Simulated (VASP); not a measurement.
Crystal: SiO2.

```
Si O
1.0
    -2.37405    2.37405    3.74400
     2.37405   -2.37405    3.74400
     2.37405    2.37405   -3.74400
Si O
2 4
Cartesian
  0.0000 0.0000 0.0000
  0.0000 2.3740 1.8720
  1.1870 2.9599 2.8080
  0.5858 1.1870 0.9360
  -1.1870 1.7882 2.8080
  -0.5858 3.5611 0.9360
```

```yaml
Program: VASP 6.6.1
Task: relaxation of cell and atoms
Functional: LDA
Potentials_or_basis: VASP PAW LDA potentials, release 64 (Si, O)
Cutoff: 600 eV
k_mesh: 8 × 8 × 8
Occupations: gaussian, width 0.02 eV
Spin: no spin polarisation
```

At the start: pressure -2.6 GPa; volume 14.07 Å³/atom.

Task: Where does the relaxation end?

Result: Over 22 steps the energy falls by 7.5 meV/atom and the volume is 14.74 Å³/atom (+4.8 %); space group I-42d (No. 122, to 0.1 Å) before and after.

Step by step:
```
step  energy change (eV)  largest force (eV/Å)  pressure (GPa)  volume (Å³)
   1              0.0000                0.2582           -2.61        84.41
   2              0.0115                0.2916            4.64        81.63
   3             -0.0138                0.0305            0.36        83.21
   4             -0.0181                0.0404            0.30        83.35
   5             -0.0264                0.0681            0.21        83.73
   6             -0.0232                0.1184           -0.05        84.43
   7             -0.0283                0.0872            0.11        84.01
   8             -0.0312                0.0583            0.37        84.33
   9             -0.0369                0.0190            1.09        85.30
  10             -0.0372                0.1354            2.19        87.26
  11             -0.0384                0.1020            1.83        86.55
  12             -0.0388                0.0977            1.77        86.64
  13             -0.0401                0.0869            1.58        86.91
  14             -0.0422                0.0658            1.19        87.45
  15             -0.0444                0.0233            0.42        88.55
  16             -0.0446                0.0088            0.17        88.92
  17             -0.0446                0.0065            0.13        88.97
  18             -0.0446                0.0051            0.12        88.95
  19             -0.0448                0.0031            0.09        88.89
  20             -0.0449                0.0023            0.03        88.78
  21             -0.0451                0.0136           -0.10        88.55
  22             -0.0451                0.0037            0.04        88.43
```

Final structure:
```xyz
6
Lattice="-2.4644 2.4644 3.6401 2.4644 -2.4644 3.6401 2.4644 2.4644 -3.6401" Properties=species:S:1:pos:R:3 pbc="T T T"
Si    0.0000    0.0000    0.0000
Si    0.0000    2.4644    1.8201
O     1.2322    2.9565    2.7301
O     0.4921    1.2322    0.9100
O    -1.2322    1.9723    2.7301
O    -0.4921    3.6966    0.9100
```
